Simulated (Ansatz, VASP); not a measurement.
**Ti2B: VASP beside Ansatz**

```xyz
6
Lattice="5.1731 0.0000 0.0000 0.0000 5.1731 0.0000 0.0000 0.0000 3.3100" Properties=species:S:1:pos:R:3 pbc="T T T"
Ti    1.5498    1.5498    0.0000
Ti    1.0367    4.1364    1.6550
Ti    3.6233    3.6233    0.0000
Ti    4.1364    1.0367    1.6550
B     0.0000    0.0000    0.0000
B     2.5865    2.5865    1.6550
```

Change from the starting cell: species swapped into the VO2 type (P4_2/mnm, No. 136).

Alike in both runs: functional PBE; k mesh 4 × 4 × 6; occupations gaussian, width 0.1 eV; no spin polarisation.

Ansatz relaxed the structure, and its values are those at the end. VASP's run is a single point on that final structure, the one shown.

```csv
,VASP,Ansatz
version,VASP 6.6.1,Ansatz 0.2.0
potentials or method,"VASP PAW PBE potentials, release 64 (Ti_sv, B), cutoff 520 eV","scalar-relativistic, plane waves, PAW"
valence electrons in the cell,54,54
```

|  | VASP | Ansatz | Ansatz less VASP |
| --- | --- | --- | --- |
| gap on the k mesh at the Fermi level (eV) | none | none | - |
| pressure (GPa) | -0.1 | -0.1 | 0.00 |

A gap of «none» marks a metal or a gap that the smearing closes.
